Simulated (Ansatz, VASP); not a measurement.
**One calculation of MgO, two programs**

File INCAR:

```
  ALGO = Normal
  DIPOL = 0.5 0.5 0.500
  EDIFF = 1E-6
  ENCUT = 520
  GGA = PE
  IDIPOL = 3
  ISIF = 2
  ISMEAR = -1
  LASPH = True
  LCHARG = False
  LDIPOL = True
  LREAL = False
  LWAVE = False
  NBANDS = 21
  NELM = 100
  PREC = Accurate
  SIGMA = 0.02
```

File KPOINTS:

```
k-points
0
Gamma
  10 10 1
```

Contents of POSCAR:

```
MgO
1.0
    3.0079491112      0.0000000000      0.0000000000
    0.0000000000      3.0079491112      0.0000000000
    0.0000000000      0.0000000000     20.2539000000
Mg O
3 3
Direct
    0.2500000000      0.2500000000      0.3949860909
    0.7500000000      0.7500000000      0.5000000000
    0.2500000000      0.2500000000      0.6050139091
    0.7500000000      0.7500000000      0.3949860909
    0.2500000000      0.2500000000      0.5000000000
    0.7500000000      0.7500000000      0.6050139091
```

Input for Ansatz:

```yaml
crystal:
  lattice:
    - [3.0079491112, 0.0, 0.0]
    - [0.0, 3.0079491112, 0.0]
    - [0.0, 0.0, 20.2539]
  atoms:
    - { symbol: Mg, position: [0.25, 0.25, 0.3949860909] }
    - { symbol: O, position: [0.75, 0.75, 0.3949860909] }
    - { symbol: Mg, position: [0.75, 0.75, 0.5] }
    - { symbol: O, position: [0.25, 0.25, 0.5] }
    - { symbol: Mg, position: [0.25, 0.25, 0.6050139091] }
    - { symbol: O, position: [0.75, 0.75, 0.6050139091] }
kpoints:
  mp_grid: { grid: [10, 10, 1] }
scf:
  occupations: { method: fermi_dirac, width: 0.02 }
hamiltonian:
  xc: pbe
  pseudopotentials: { kind: paw }
output:
  forces: true
  stress: true
  eigenvalues: true
  populations: true
efield:
  axis: 3
  amplitude: 0
  dipole_correction: true
```

Alike in both runs: task single point; functional PBE; k mesh 10 × 10 × 1; occupations fermi-dirac, width 0.02 eV; no spin polarisation.

|  | VASP | Ansatz |
| --- | --- | --- |
| version | VASP 6.6.1 | Ansatz 0.2.0 |
| potentials or method | VASP PAW PBE potentials, release 64 (Mg, O) | PAW with Ansatz's default frozen-core files, scalar-relativistic |
| plane-wave cutoff (eV) | 520 | 420 |
| valence electrons in the cell | 24 | 48 |

|  | VASP | Ansatz | Ansatz less VASP |
| --- | --- | --- | --- |
| gap on the k mesh at the Fermi level (eV) | 3.15 | 3.18 | +0.022 |
| rms of the force components (eV/Å) | 0.217 | 0.207 | -0.0100 |

VASP's potentials hold 24 valence electrons a cell and Ansatz's 48, so a difference there can come from the potentials and not from the codes.
